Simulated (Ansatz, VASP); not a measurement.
**Sr: VASP beside Ansatz**

```xyz
4
Lattice="4.1925 0.0000 0.0000 -2.0962 3.6308 0.0000 0.0000 0.0000 13.5810" Properties=species:S:1:pos:R:3 pbc="T T T"
Sr    0.0000    0.0000    0.0000
Sr    0.0000    2.4205    3.3952
Sr    0.0000    0.0000    6.7905
Sr    2.0962    1.2103   10.1857
```

Alike in both runs: functional PBEsol; k mesh 6 × 6 × 2; occupations gaussian, width 0.1 eV; no spin polarisation.

Ansatz relaxed the structure, and its values are those at the end. VASP's run is a single point on that final structure, the one shown.

|  | VASP | Ansatz |
| --- | --- | --- |
| version | VASP 6.6.1 | Ansatz 0.2.0 |
| potentials or method | VASP PAW PBE potentials, release 64 (Sr_sv), cutoff 520 eV | scalar-relativistic, plane waves, PAW |
| valence electrons in the cell | 40 | 40 |

|  | VASP | Ansatz | Ansatz less VASP |
| --- | --- | --- | --- |
| gap on the k mesh at the Fermi level (eV) | none | none | - |
| pressure (GPa) | 0.1 | 0.1 | -0.01 |

VASP's potentials were made for PBE, not for PBEsol. A gap of «none» marks a metal or a gap that the smearing closes.
